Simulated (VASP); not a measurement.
Write the native input for VASP 6.6.1 that does the following.

```yaml
Task: single point
Functional: PBE
Dispersion: D3(BJ)
Potentials_or_basis: VASP PAW PBE potentials, release 64 (In_d)
Cutoff: 520 eV
k_mesh: 11 × 11 × 11
Occupations: gaussian, width 0.15 eV
Spin: no spin polarisation
Dipole_correction: no
Further_INCAR_settings: ALGO = Fast; EDIFF = 1e-06; NBANDS = 12
```

The structure of In lies in POSCAR:

```
In
1.0
   -1.6254700000      1.6254700000      2.4737000000
    1.6254700000     -1.6254700000      2.4737000000
    1.6254700000      1.6254700000     -2.4737000000
In
1
Direct
    0.0000000000      0.0000000000      0.0000000000
```

The input as run:

INCAR

```
SYSTEM = In
PREC = Accurate
ENCUT = 520
EDIFF = 1E-6
ISMEAR = 0
SIGMA = 0.15
LREAL = .False.
LASPH = .True.
NELM = 80
ALGO = Fast
ISIF = 2
LWAVE = .False.
LCHARG = .False.
GGA = PE
IVDW = 12
NBANDS = 12
```

KPOINTS

```
regular mesh
0
Gamma
  11 11 11
  0 0 0
```

Potentials or basis: VASP PAW PBE potentials, release 64 (In_d).

Command:

```console
$ cat potpaw_PBE.64/In_d/POTCAR > POTCAR
$ mpirun -np 1 vasp_std > vasp.out
```

Results of the run:

```yaml
Pressure: -0.2 GPa
Dispersion_energy_per_atom: -0.338 eV
```

Caveat: three body term missing; pairwise dispersion overbinds metals, which lowers pressure and volume.

Run time: 44 s on 1 thread of AMD EPYC 7R13 Processor (Zen 3), with other jobs on the host, peak memory 0.15 GiB.
